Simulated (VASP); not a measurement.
# Zr3Pb (I4/mmm) in VASP: a series of runs, part 2 of 2

VASP 6.6.1. The steps go on from the part before.

### 4 Single point, LDA

This run uses another cell than the first one, of 23.39 Å³/atom, 1.063 times its volume.

Contents of INCAR:

```
PREC = Accurate
ENCUT = 520
EDIFF = 1E-6
ISMEAR = -1
SIGMA = 0.15
LREAL = F
LASPH = T
NELM = 80
ALGO = Normal
ISIF = 2
LWAVE = F
LCHARG = F
GGA = CA
NBANDS = 33
```

Contents of KPOINTS:

```
regular mesh
0
Gamma
  7 7 7
```

Contents of POSCAR:

```
Zr3Pb
1.0
   -2.1995443126      2.1995443126      4.8356140844
    2.1995443126     -2.1995443126      4.8356140844
    2.1995443126      2.1995443126     -4.8356140844
Zr Pb
3 1
Direct
    0.7500000000      0.2500000000      0.5000000000
    0.2500000000      0.7500000000      0.5000000000
    0.5000000000      0.5000000000      0.0000000000
    0.0000000000      0.0000000000      0.0000000000
```

Potentials or basis: VASP PAW LDA potentials, release 64 (Zr_sv, Pb_d).

Run with:

```console
cat potpaw_LDA.64/Zr_sv/POTCAR potpaw_LDA.64/Pb_d/POTCAR > POTCAR
mpirun -np 1 vasp_std > vasp.out
```

OUTCAR:

```text
PREC = Accurate
   ENCUT = 520
   EDIFF = 1E-6
   ISMEAR = -1
   LREAL = F
   LASPH = T
   NELM = 80
   ISIF = 2
   GGA = CA

 ion  position               nearest neighbor table
   1  0.750  0.250  0.500-   2 3.11   2 3.11   2 3.11   2 3.11   3 3.27   3 3.27   4 3.27   4 3.27
                             4 3.27   3 3.27   4 3.27   3 3.27
   2  0.250  0.750  0.500-   1 3.11   1 3.11   1 3.11   1 3.11   4 3.27   4 3.27   3 3.27   3 3.27
                             4 3.27   3 3.27   4 3.27   3 3.27
   3  0.500  0.500  0.000-   4 3.11   4 3.11   4 3.11   4 3.11   2 3.27   2 3.27   1 3.27   1 3.27
                             2 3.27   1 3.27   2 3.27   1 3.27
   4  0.000  0.000  0.000-   3 3.11   3 3.11   3 3.11   3 3.11   1 3.27   1 3.27   2 3.27   2 3.27
                             2 3.27   1 3.27   2 3.27   1 3.27

  LATTYP: Found a body centered tetragonal cell.
 ALAT       =     4.3990886252
 C/A-ratio  =     2.1984617708

  Lattice vectors:

 A1 = (  -2.1995443126,   2.1995443126,   4.8356140844)
 A2 = (   2.1995443126,  -2.1995443126,   4.8356140844)
 A3 = (   2.1995443126,   2.1995443126,  -4.8356140844)

Analysis of symmetry for initial positions (statically):
=====================================================================
 Subroutine PRICEL returns:
 Original cell was already a primitive cell.

 Routine SETGRP: Setting up the symmetry group for a
 body centered tetragonal supercell.

 Subroutine GETGRP returns: Found 16 space group operations
 (whereof 16 operations were pure point group operations)
 out of a pool of 16 trial point group operations.

The static configuration has the point symmetry D_4h.

Analysis of symmetry for dynamics (positions and initial velocities):
=====================================================================
 Subroutine PRICEL returns:
 Original cell was already a primitive cell.

 Routine SETGRP: Setting up the symmetry group for a
 body centered tetragonal supercell.

 Subroutine GETGRP returns: Found 16 space group operations
 (whereof 16 operations were pure point group operations)
 out of a pool of 16 trial point group operations.

The dynamic configuration has the point symmetry D_4h.

 Subroutine INISYM returns: Found 16 space group operations
 (whereof 16 operations are pure point group operations),
 and found     1 'primitive' translations

----------------------------------------------------------------------------------------

                                     Primitive cell

  volume of cell :      93.5787

  direct lattice vectors                    reciprocal lattice vectors
    -2.199544313  2.199544313  4.835614084     0.000000000  0.227319812  0.103399484
     2.199544313 -2.199544313  4.835614084     0.227319812  0.000000000  0.103399484
     2.199544313  2.199544313 -4.835614084     0.227319812  0.227319812  0.000000000

  length of vectors
     5.749709031  5.749709031  5.749709031     0.249731356  0.249731356  0.321478761

  position of ions in fractional coordinates (direct lattice)
     0.750000000  0.250000000  0.500000000
     0.250000000  0.750000000  0.500000000
     0.500000000  0.500000000  0.000000000
     0.000000000  0.000000000  0.000000000

  ion indices of the primitive-cell ions
   primitive index   ion index
                 1           1
                 2           2
                 3           3
                 4           4

----------------------------------------------------------------------------------------

 KPOINTS: regular mesh

Automatic generation of k-mesh.
 Grid dimensions read from file:
 generate k-points for:    7    7    7

 Generating k-lattice:

  Cartesian coordinates                     Fractional coordinates (reciprocal lattice)
     0.000000000  0.032474259  0.014771355     0.142857143  0.000000000 -0.000000000
     0.032474259  0.000000000  0.014771355     0.000000000  0.142857143 -0.000000000
     0.032474259  0.032474259  0.000000000     0.000000000  0.000000000  0.142857143

  Length of vectors
     0.035675908  0.035675908  0.045925537

  Shift w.r.t. Gamma in fractional coordinates (k-lattice)
     0.000000000  0.000000000  0.000000000

 Subroutine IBZKPT returns following result:
 ===========================================

 Found     40 irreducible k-points:

 Following reciprocal coordinates:
            Coordinates               Weight
  0.000000  0.000000  0.000000      1.000000
  0.142857  0.000000 -0.000000      8.000000
  0.285714  0.000000 -0.000000      8.000000
  0.428571  0.000000 -0.000000      8.000000
  0.142857  0.142857 -0.000000      8.000000
  0.285714  0.142857 -0.000000     16.000000
[... 16 lines left out ...]
 -0.142857  0.285714  0.142857      8.000000
 -0.428571  0.428571  0.142857      8.000000
 [... further k-points ...]
   k-points           NKPTS =     40   k-points in BZ     NKDIM =     40   number of bands    NBANDS=     33
   number of dos      NEDOS =    301   number of ions     NIONS =      4
   total plane-waves  NPLWV = 110592
   dimension x,y,z NGX =    48 NGY =   48 NGZ =   48
   dimension x,y,z NGXF=    96 NGYF=   96 NGZF=   96
   ions per type =               3   1
   NGX,Y,Z   is equivalent  to a cutoff of  13.88, 13.88, 13.88 a.u.
   NGXF,Y,Z  is equivalent  to a cutoff of  27.76, 27.76, 27.76 a.u.
 SYSTEM =  unknown system
   PREC   = accura    normal or accurate (medium, high low for compatibility)
   ISTART =      0    job   : 0-new  1-cont  2-samecut
   ICHARG =      2    charge: 1-file 2-atom 10-const
   ISPIN  =      1    spin polarized calculation?
   LNONCOLLINEAR =      F non collinear calculations
   LSORBIT =      F    spin-orbit coupling
   LASPH  =      T    aspherical Exc in radial PAW
   ENCUT  =  520.0 eV  38.22 Ry    6.18 a.u.  10.69 10.69 10.69*2*pi/ulx,y,z
   NELM   =     80;   NELMIN=  2; NELMDL= -5     # of ELM steps
   EDIFF  = 0.1E-05   stopping-criterion for ELM
   LREAL  =      F    real-space projection
   EDIFFG = 0.1E-04   stopping-criterion for IOM
   NSW    =      0    number of steps for IOM
   IBRION =     -1    ionic relax: 0-MD 1-quasi-New 2-CG
   NFREE  =      0    steps in history (QN), initial steepest desc. (CG)
   ISIF   =      2    stress and relaxation
   ISYM   =      2    0-nonsym 1-usesym 2-fastsym
   POTIM  = 0.5000    time-step for ionic-motion
   TEBEG  =    0.0;   TEEND  =   0.0 temperature during run
   PSTRESS=    0.0 pullay stress
   NELECT =      50.0000    total number of electrons
   NUPDOWN=      -1.0000    fix difference up-down
   EMIN   =  10.00;   EMAX   =-10.00  energy-range for DOS
   EFERMI =   0.00;   METHOD = LEGACY
   ISMEAR =    -1;   SIGMA  =   0.15  broadening in eV -4-tet -1-fermi 0-gaus
   EFERMI_NEDOS =   21; number of points for ismear=-14 and -15
   IALGO  =     38    algorithm
   IMIX   =      4    mixing-type and parameters
     AMIX     =   0.40;   BMIX     =  1.00
     AMIX_MAG =   1.60;   BMIX_MAG =  1.00
  volume/ion in A,a.u.               =      23.39       157.88
  Fermi-wavevector in a.u.,A,eV,Ry     =   1.328431  2.510371 24.010611  1.764730
  Thomas-Fermi vector in A             =   2.457669
   LORBIT       =      0    0 simple, 1 ext, 2 COOP (PROOUT), +10 PAW based schemes
   GGA     = CA    functional components
   LHFCALC =     F    Hartree Fock is set to
   AEXX    =    0.0000 exact exchange contribution
   IVDW    =     0    specifies the selected vdW correction
   LEPSILON=     F    determine dielectric tensor
   LRPA    =     F    only Hartree local field effects (RPA)
 non-spin polarized calculation
  energy-cutoff  :      520.00
  volume of cell :       93.58
 maximum number of plane-waves:      2565
 NGX is ok and might be reduce to    48
   NGX = 21   NGY = 21   NGZ = 21

 number of electron      49.9999999 magnetization

 Free energy of the ion-electron system (eV)
  ---------------------------------------------------
  ext. energy  EPLUGINS =         0.00000000
  ---------------------------------------------------
  free energy    TOTEN  =       -32.99931362 eV

  energy without entropy =      -32.66886169  energy(sigma->0) =      -32.83408766

 E-fermi :   9.0687     XC(G=0): -11.3930

 val. band max:        9.0487941291   @ k =  -0.4286  -0.4286   0.4286
 cond. band min:       9.1288634137   @ k =  -0.2857   0.2857   0.0000
 fundamental gap:      0.0800692846
 Fermi energy:         9.0686613153

 k-point     1 :       0.0000    0.0000    0.0000
  band No.  band energies     occupation
      1     -39.5677      2.00000
      2     -39.4481      2.00000
      3     -39.3471      2.00000
      4     -17.9871      2.00000
      5     -17.8597      2.00000
      6     -17.8597      2.00000
[... 853 lines left out ...]
     32      12.1414      0.00000
     33      12.6597      0.00000

 [... further k-points ...]
[... 5 lines left out ...]
  --------------------------------------------------------------------------------------
  -------------------------------------------------------------------------------------
  Total       -3.9413794     -3.9413794     -4.0733591      0.0000000     -0.0000000      0.0000000
  in kB      -67.4810407    -67.4810407    -69.7406875      0.0000000     -0.0000000      0.0000000
  external PRESSURE =     -68.2342563 kB  Pullay stress =       0.0000000 kB

 VOLUME and BASIS-vectors are now :
 -----------------------------------------------------------------------------
  energy-cutoff  :      520.00
  volume of cell :       93.58
      direct lattice vectors                 reciprocal lattice vectors
    -2.199544313  2.199544313  4.835614084     0.000000000  0.227319812  0.103399484
     2.199544313 -2.199544313  4.835614084     0.227319812  0.000000000  0.103399484
     2.199544313  2.199544313 -4.835614084     0.227319812  0.227319812  0.000000000

 POSITION                                       TOTAL-FORCE (eV/Angst)
 -----------------------------------------------------------------------------------
      0.00000      2.19954      2.41781         0.000000     -0.000000     -0.000000
      2.19954      0.00000      2.41781         0.000000      0.000000      0.000000
      0.00000      0.00000      4.83561        -0.000000      0.000000     -0.000000
      0.00000      0.00000      0.00000        -0.000000      0.000000     -0.000000
 -----------------------------------------------------------------------------------
    total drift:                                0.000000     -0.000000      0.000000

  FREE ENERGIE OF THE ION-ELECTRON SYSTEM (eV)
  ---------------------------------------------------
  free  energy   TOTEN  =       -32.9993136178 eV

  energy  without entropy=      -32.6688616941  energy(sigma->0) =      -32.83408766
```

OSZICAR:

```text
N       E                     dE             d eps       ncg     rms          rms(c)
DAV:   1     0.621311407934E+03    0.62131E+03   -0.25127E+04  2640   0.164E+03
DAV:   2     0.241592999495E+02   -0.59715E+03   -0.57786E+03  2868   0.491E+02
DAV:   3    -0.280642974000E+02   -0.52224E+02   -0.49928E+02  3974   0.143E+02
DAV:   4    -0.341106404902E+02   -0.60463E+01   -0.59541E+01  4008   0.376E+01
DAV:   5    -0.344726804604E+02   -0.36204E+00   -0.36184E+00  4208   0.844E+00    0.171E+01
DAV:   6    -0.332195031196E+02    0.12532E+01   -0.22242E+00  3214   0.892E+00    0.641E+00
DAV:   7    -0.330115526681E+02    0.20795E+00   -0.10545E+00  3871   0.597E+00    0.139E+00
DAV:   8    -0.330020204055E+02    0.95323E-02   -0.10534E-01  3774   0.205E+00    0.102E+00
DAV:   9    -0.329999951970E+02    0.20252E-02   -0.35033E-02  3613   0.131E+00    0.140E-01
DAV:  10    -0.329992669220E+02    0.72828E-03   -0.49888E-03  3691   0.562E-01    0.816E-02
DAV:  11    -0.329993126895E+02   -0.45768E-04   -0.36084E-04  3812   0.139E-01    0.181E-02
DAV:  12    -0.329993148674E+02   -0.21779E-05   -0.35081E-05  4524   0.473E-02    0.627E-03
DAV:  13    -0.329993136530E+02    0.12145E-05   -0.52716E-06  3142   0.159E-02    0.206E-03
DAV:  14    -0.329993136178E+02    0.35198E-07   -0.35503E-07  2101   0.495E-03
   1 F= -.32999314E+02 E0= -.32834088E+02  d E =-.330452E+00
```

Run time: 4.3 min. Hardware: 1 thread of Intel Xeon Platinum 8259CL at 2.50GHz (Skylake/Cascade Lake), shared host; peak memory 0.32 GiB.

What came out:

```yaml
Free_energy: -32.9993 eV
Pressure: -6.8 GPa
Band_gap_on_the_k_mesh: zero (band 25 reaches 9.52 eV, above the bottom of band 26 at 8.86 eV)
```

Stress tensor (GPa, compression positive):
```
-6.75  0.00  0.00
 0.00 -6.75  0.00
 0.00  0.00 -6.97
```

Caveat: spin-orbit coupling is left out, which moves the levels of the heavy elements.

### 5 Single point, LDA

This run uses another cell than the first one, of 24.09 Å³/atom, 1.095 times its volume.

Edit INCAR of step 4 so:

```diff
@@ -7,3 +7,3 @@
 LASPH = T
-NELM = 80
+NELM = 60
 ALGO = Normal
@@ -12,3 +12,2 @@
 LCHARG = F
-GGA = CA
 NBANDS = 33
```

KPOINTS is that of step 4.

Contents of POSCAR:

```
Zr3Pb
1.0
   -2.2211098478      2.2211098478      4.8830250890
    2.2211098478     -2.2211098478      4.8830250890
    2.2211098478      2.2211098478     -4.8830250890
Zr Pb
3 1
Direct
    0.7500000000      0.2500000000      0.5000000000
    0.2500000000      0.7500000000      0.5000000000
    0.5000000000      0.5000000000      0.0000000000
    0.0000000000      0.0000000000      0.0000000000
```

Run with:

```console
cat potpaw_LDA.64/Zr_sv/POTCAR potpaw_LDA.64/Pb_d/POTCAR > POTCAR
mpirun -np 1 vasp_std > vasp.out
```

Run time: 4.1 min. Hardware: 1 thread of Intel Xeon Platinum 8259CL at 2.50GHz (Skylake/Cascade Lake), shared host; peak memory 0.32 GiB.

It converged, with:

```yaml
Free_energy: -32.8624 eV
Pressure: -9.1 GPa
Band_gap_on_the_k_mesh: zero (band 25 reaches 9.17 eV, above the bottom of band 26 at 8.53 eV)
```

Levels at points of the mesh, in eV from the Fermi level:
```
           k point  band 21  band 22  band 23  band 24  band 25  band 26  band 27  band 28  band 29  band 30
(0.00, 0.00, 0.00)    -1.78    -1.78    -1.29    -0.52    -0.09     0.32     0.32     0.60     1.74     1.79
```

Caveat: spin-orbit coupling is left out, which moves the levels of the heavy elements.

### 6 Single point, LDA

This run uses another cell than the first one, of 24.78 Å³/atom, 1.126 times its volume.

Contents of INCAR:

```
SYSTEM = Zr3Pb
ALGO = Normal
EDIFF = 1E-7
ENCUT = 520
ISIF = 2
ISMEAR = -1
LASPH = .True.
LCHARG = .False.
LREAL = .False.
LWAVE = .False.
NBANDS = 33
NELM = 100
PREC = Accurate
SIGMA = 0.15
```

Contents of KPOINTS:

```
k-points
0
Gamma
  7 7 7
  0 0 0
```

Contents of POSCAR:

```
Zr3Pb
1.0
   -2.2422645481      2.2422645481      4.9295328889
    2.2422645481     -2.2422645481      4.9295328889
    2.2422645481      2.2422645481     -4.9295328889
Zr Pb
3 1
Direct
    0.7500000000      0.2500000000      0.5000000000
    0.2500000000      0.7500000000      0.5000000000
    0.5000000000      0.5000000000      0.0000000000
    0.0000000000      0.0000000000      0.0000000000
```

Potentials or basis: VASP PAW LDA potentials, release 64 (Zr_sv, Pb_d).

Run with:

```console
cat potpaw_LDA.64/Zr_sv/POTCAR potpaw_LDA.64/Pb_d/POTCAR > POTCAR
mpirun -np 1 vasp_std > vasp.out
```

It took 4.1 min on 1 thread of Intel Xeon Platinum 8259CL at 2.50GHz (Skylake/Cascade Lake), shared host; peak memory 0.32 GiB.

It converged, with:

* Free energy: -32.6898 eV
* Pressure: -10.9 GPa
* Band gap on the k mesh: zero (band 25 reaches 8.84 eV, above the bottom of band 26 at 8.21 eV)

Levels at points of the mesh, in eV from the Fermi level:
```tsv
k point	band 22	band 23	band 24	band 25	band 26	band 27	band 28	band 29
(0.00, 0.00, 0.00)	-1.73	-1.24	-0.50	-0.12	0.32	0.32	0.51	1.69
```

Caveat: spin-orbit coupling is left out, which moves the levels of the heavy elements.

### 7 The runs side by side

```csv
cell,gap on the mesh (eV),pressure (GPa)
"a = 5.634 Å, angles 135.0, 135.0, 65.5°, 4 atoms",none,-1.1
"a = 5.692 Å, angles 135.0, 135.0, 65.5°, 4 atoms",none,-4.2
"a = 5.750 Å, angles 135.0, 135.0, 65.5°, 4 atoms",none,-6.8
"a = 5.806 Å, angles 135.0, 135.0, 65.5°, 4 atoms",none,-9.1
"a = 5.861 Å, angles 135.0, 135.0, 65.5°, 4 atoms",none,-10.9
```

Alike in all rows: task single point; level LDA; potentials or basis VASP PAW LDA potentials, release 64 (Zr_sv, Pb_d); no spin polarisation; k mesh 7 × 7 × 7; cutoff (eV) 520; smearing fermi-dirac 0.15 eV.

Caveats: spin-orbit coupling is left out, which moves the levels of the heavy elements.

Absolute energies hang on the potentials; compare differences alone.
